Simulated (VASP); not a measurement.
A run of VASP 6.6.1 is set up as follows.

File INCAR:

```
SYSTEM = Cu
PREC = Accurate
ENCUT = 520
EDIFF = 1E-6
ISMEAR = -1
SIGMA = 0.1
LREAL = .False.
LASPH = .True.
NELM = 80
ALGO = Normal
ISIF = 2
LWAVE = .False.
LCHARG = .False.
GGA = PS
NBANDS = 18
```

File KPOINTS:

```
Automatic mesh
0
Gamma
  13 13 7
  0 0 0
```

Contents of POSCAR:

```
Cu
1.0
    2.4823691581      0.0000000000      0.0000000000
   -1.2411845790      2.1497898783      0.0000000000
    0.0000000000      0.0000000000      4.0286164431
Cu
2
Direct
    0.3333333333      0.6666666667      0.2500000000
    0.6666666667      0.3333333333      0.7500000000
```

Potentials or basis: VASP PAW PBE potentials, release 64 (Cu).

Launch:

```bash
$ cat potpaw_PBE.64/Cu/POTCAR > POTCAR
$ mpirun -np 1 vasp_std > vasp.out
```

(1) Estimate the band gap on the k mesh.

(2) Estimate the pressure.

Results:

(1) zero (band 11 reaches 11.82 eV, above the bottom of band 12 at 6.61 eV).

(2) 10.5 GPa.

Caveat: the PAW data sets were made with another functional, which shifts forces and pressure a little.
